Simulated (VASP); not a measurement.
Write the native input for VASP 6.6.1 that does the following.

- Task: relaxation of the atoms
- Functional: PBE
- Potentials or basis: VASP PAW PBE potentials, release 64 (B, As)
- Cutoff: 520 eV
- k mesh: 16 × 16 × 16
- Occupations: fermi-dirac, width 0.02 eV
- Spin: no spin polarisation
- Dipole correction: no
- Further INCAR settings: ALGO = Normal; EDIFF = 1e-06; IBRION = 2; EDIFFG = -0.02; NSW = 80

The structure of BAs lies in POSCAR:

```
BAs
1.0
    0.0000000000      2.4353452264      2.4353452264
    2.4353452264      0.0000000000      2.4353452264
    2.4353452264      2.4353452264      0.0000000000
B As
1 1
Direct
    0.0000000000      0.0000000000      0.0000000000
    0.2500000000      0.2500000000      0.2500000000
```

This cell differs from its parent crystal: volume scaled by 1.06.

The input as run:

INCAR

```
PREC = Accurate
ENCUT = 520
EDIFF = 1E-6
ISMEAR = -1
SIGMA = 0.02
LREAL = F
LASPH = T
NELM = 80
ALGO = Normal
ISIF = 2
LWAVE = F
LCHARG = F
GGA = PE
IBRION = 2
NSW = 80
EDIFFG = -0.02
```

KPOINTS

```
regular mesh
0
Gamma
  16 16 16
```

Potentials or basis: VASP PAW PBE potentials, release 64 (B, As).

Launch:

```bash
$ cat potpaw_PBE.64/B/POTCAR potpaw_PBE.64/As/POTCAR > POTCAR
$ mpirun -np 1 vasp_std > vasp.out
```

Results of the run:

```
Pressure after relaxing : -4.1 GPa
Band gap on the k mesh  : 1.24 eV, indirect (least direct gap 3.21 eV)
```

Caveat: the relaxation stopped at its first step, so nothing moved.

It took 50 s on 1 thread of AMD EPYC 7R43 64-Core Processor (Zen 3), with other jobs on the host, peak memory 0.14 GiB.
